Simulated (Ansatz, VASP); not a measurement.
## Ni2N in VASP and in Ansatz

```xyz
3
Lattice="3.5803 0.0000 0.0000 0.0000 3.5803 0.0000 0.0000 0.0000 2.7504" Properties=species:S:1:pos:R:3 pbc="T T T"
Ni    1.7902    0.0000    0.0000
Ni    0.0000    1.7902    0.0000
N     1.7902    1.7902    0.0000
```

Alike in both runs: functional PBE; k mesh 14 × 14 × 16; occupations gaussian, width 0.1 eV; no spin polarisation.

Ansatz relaxed the structure, and its values are those at the end. VASP's run is a single point on that final structure, the one shown.

|  | VASP | Ansatz |
| --- | --- | --- |
| version | VASP 6.6.1 | Ansatz 0.2.0 |
| potentials or method | VASP PAW PBE potentials, release 64 (Ni, N), cutoff 520 eV | scalar-relativistic, plane waves, PAW |
| valence electrons in the cell | 25 | 41 |

Ansatz gave:

* gap on the k mesh at the Fermi level (eV): none
* pressure (GPa): 0.0

Q: Which values does VASP return?

A: gap on the k mesh at the Fermi level (eV): none; pressure (GPa): 0.4.

A gap of «none» marks a metal or a gap that the smearing closes. VASP's potentials hold 25 valence electrons a cell and Ansatz's 41, so a difference there can come from the potentials and not from the codes.
